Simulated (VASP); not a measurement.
Wanted: the native input for a VASP 6.6.1 run.

| Property | Result |
| --- | --- |
| Task | single point |
| Functional | PBE |
| Potentials or basis | VASP PAW PBE potentials, release 64 (Ge_d, Sb, Te) |
| Cutoff | 520 eV |
| k mesh | 12 × 12 × 2 |
| Occupations | gaussian, width 0.03 eV |
| Spin | no spin polarisation |
| Dipole correction | no |
| Further INCAR settings | ALGO = Normal; EDIFF = 1e-06; NBANDS = 44 |

The structure of Ge2Sb2Te5 lies in POSCAR:

```
Ge2Sb2Te5
1.0
    4.6182200538      0.0000000000      0.0000000000
   -2.3091100269      3.9994958869      0.0000000000
    0.0000000000      0.0000000000     17.8854426244
Ge Sb Te
2 2 5
Direct
    0.0000000000      0.0000000000      0.3314713560
    0.0000000000      0.0000000000      0.6685286440
    0.3333333333      0.6666666667      0.1121550832
    0.6666666667      0.3333333333      0.8878449168
    0.0000000000      0.0000000000      0.0000000000
    0.3333333333      0.6666666667      0.7913602895
    0.6666666667      0.3333333333      0.2086397105
    0.3333333333      0.6666666667      0.4097504733
    0.6666666667      0.3333333333      0.5902495267
```

The input as run:

INCAR

```
SYSTEM = Ge2Sb2Te5
PREC = Accurate ; ENCUT = 520
EDIFF = 1E-6 ; ISMEAR = 0
SIGMA = 0.03 ; LREAL = .False.
LASPH = .True. ; NELM = 80
ALGO = Normal ; ISIF = 2
LWAVE = .False. ; LCHARG = .False.
GGA = PE ; NBANDS = 44
```

KPOINTS

```
Automatic mesh
0
Gamma
  12 12 2
  0 0 0
```

Potentials or basis: VASP PAW PBE potentials, release 64 (Ge_d, Sb, Te).

Command:

```console
$ cat potpaw_PBE.64/Ge_d/POTCAR potpaw_PBE.64/Sb/POTCAR potpaw_PBE.64/Te/POTCAR > POTCAR
$ mpirun -np 1 vasp_std > vasp.out
```

It gave:

* Pressure: -5.0 GPa
* Largest force: 0.515 eV/Å
* Band gap on the k mesh: 0.01 eV (least direct gap 0.03 eV)

Caveat: the cell stands under tension; semilocal functionals underestimate gaps, and a narrow one can read as zero; spin-orbit coupling is left out, which moves the levels of the heavy elements; this functional lacks dispersion, which binds layers or chains, so the pressure and a relaxed spacing across them are unreliable.

Run time: 11 min on 1 thread of Intel(R) Xeon(R) Platinum 8259CL CPU @ 2.50GHz (Skylake/Cascade Lake), with other jobs on the host, peak memory 0.76 GiB.
